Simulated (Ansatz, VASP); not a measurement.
## Sr in VASP and in Ansatz

INCAR

```
PREC = Accurate ; ENCUT = 520
EDIFF = 1E-6 ; ISMEAR = -1
SIGMA = 0.1 ; LREAL = False
LASPH = True ; NELM = 100
ALGO = Normal ; ISIF = 2
LWAVE = False ; LCHARG = True
GGA = PS ; LELF = True
LVHAR = True ; NBANDS = 11
```

File KPOINTS:

```
regular mesh
0
Gamma
  15 15 15
```

The input POSCAR:

```
Sr
1.0
    0.0000000000      3.0439452768      3.0439452768
    3.0439452768      0.0000000000      3.0439452768
    3.0439452768      3.0439452768      0.0000000000
Sr
1
Direct
    0.0000000000      0.0000000000      0.0000000000
```

Input for Ansatz:

```yaml
crystal:
  lattice:
    - [0.0, 3.0439452768, 3.0439452768]
    - [3.0439452768, 0.0, 3.0439452768]
    - [3.0439452768, 3.0439452768, 0.0]
  atoms:
    - { symbol: Sr, position: [0.0, 0.0, 0.0] }
hamiltonian:
  xc: pbesol
  pseudopotentials:
    kind: paw
    azcp:
      Sr: "pseudopotentials/Sr.paw.azcp"
basis:
  ecutwfc: 420
  fft_grid_basis: typed
kpoints:
  mp_grid: { grid: [15, 15, 15], shift: [0, 0, 0] }
magnetization:
  spin_polarized: false
scf:
  occupations: { method: fermi_dirac, width: 0.1 }
output:
  stress: true
```

Alike in both runs: task single point; functional PBEsol; k mesh 15 × 15 × 15; occupations fermi-dirac, width 0.1 eV; no spin polarisation.

|  | VASP | Ansatz |
| --- | --- | --- |
| version | VASP 6.6.1 | Ansatz 0.2.0 |
| potentials or method | VASP PAW PBE potentials, release 64 (Sr_sv), cutoff 520 eV | plane waves (420 eV) with PAW, scalar-relativistic |
| valence electrons in the cell | 10 | 10 |

|  | VASP | Ansatz | Ansatz less VASP |
| --- | --- | --- | --- |
| pressure (GPa) | -0.8 | -0.8 | -0.01 |

VASP's potentials were made for PBE, not for PBEsol, and Ansatz warns of the same on its side. With one functional, cell and mesh, what is left measures potentials, basis and numerics.
